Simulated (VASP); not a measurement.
A run of VASP 6.6.1 is set up as follows.

The input INCAR:

```
ALGO = Normal
DIPOL = 0.5 0.5 0.301
EDIFF = 1E-6
ENCUT = 520
GGA = PE
IDIPOL = 3
ISIF = 2
ISMEAR = 0
LASPH = T
LCHARG = F
LDIPOL = T
LREAL = F
LWAVE = F
NBANDS = 32
NELM = 60
PREC = Accurate
SIGMA = 0.1
```

File KPOINTS:

```
k-points
0
Gamma
  5 5 1
```

The input POSCAR:

```
Al6H
1.0
    5.7135165837      0.0000000000      0.0000000000
    0.0000000000      5.7135165837      0.0000000000
    0.0000000000      0.0000000000     22.1746954375
Al H
12 2
Direct
    0.2500000000      0.2500000000      0.1803857921
    0.2500000000      0.7500000000      0.1803857921
    0.7500000000      0.2500000000      0.1803857921
    0.7500000000      0.7500000000      0.1803857921
    0.0000000000      0.0000000000      0.2744050924
    0.0000000000      0.5000000000      0.2744050924
    0.5000000000      0.0000000000      0.2744050924
    0.5000000000      0.5000000000      0.2744050924
    0.2500000000      0.2500000000      0.3686497278
    0.2500000000      0.7500000000      0.3686497278
    0.7500000000      0.2500000000      0.3686497278
    0.7500000000      0.7500000000      0.3686497278
    0.0000000000     -0.0804233248      0.4610974462
    0.0000000000      0.0804233248      0.4610974462
```

Potentials or basis: VASP PAW PBE potentials, release 64 (Al, H).

The run is started by

```console
$ cat potpaw_PBE.64/Al/POTCAR potpaw_PBE.64/H/POTCAR > POTCAR
$ mpirun -np 1 vasp_std > vasp.out
```

(1) Estimate the band gap on the k mesh.

(2) Predict the largest force.

Results:

(1) zero (band 19 reaches -0.36 eV, above the bottom of band 20 at -0.99 eV).

(2) 2.868 eV/Å.
